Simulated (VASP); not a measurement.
A run of VASP 6.6.1 is set up as follows.

INCAR

```
PREC = Accurate
ENCUT = 520
EDIFF = 1E-6
ISMEAR = 0
SIGMA = 0.05
LREAL = False
LASPH = True
NELM = 80
ALGO = Normal
ISIF = 2
LWAVE = False
LCHARG = False
GGA = PS
NBANDS = 18
```

Contents of KPOINTS:

```
regular mesh
0
Gamma
  8 8 8
```

File POSCAR:

```
HfO2
1.0
    0.0000000000      2.5556108920      2.5220673956
    2.5556108920      0.0000000000      2.5220673956
    2.5556108920      2.5556108920      0.0000000000
Hf O
1 2
Direct
    0.0000000000      0.0000000000      0.0000000000
    0.2500000000      0.2500000000      0.2500000000
    0.7500000000      0.7500000000      0.7500000000
```

Potentials or basis: VASP PAW PBE potentials, release 64 (Hf_pv, O).

Launch:

```sh
$ cat potpaw_PBE.64/Hf_pv/POTCAR potpaw_PBE.64/O/POTCAR > POTCAR
$ mpirun -np 1 vasp_std > vasp.out
```

(1) What does it give for the pressure?

(2) Estimate the band gap on the k mesh.

## Answers

(1) -10.1 GPa.

(2) 3.54 eV, indirect (the least direct gap lies 3.3 meV higher).

Caveat: the cell differs from its parent crystal (normal strain along x +0.0133, normal strain along y +0.0133); the PAW data sets were made with another functional, which shifts forces and pressure a little; spin-orbit coupling is left out, which moves the levels of the heavy elements.
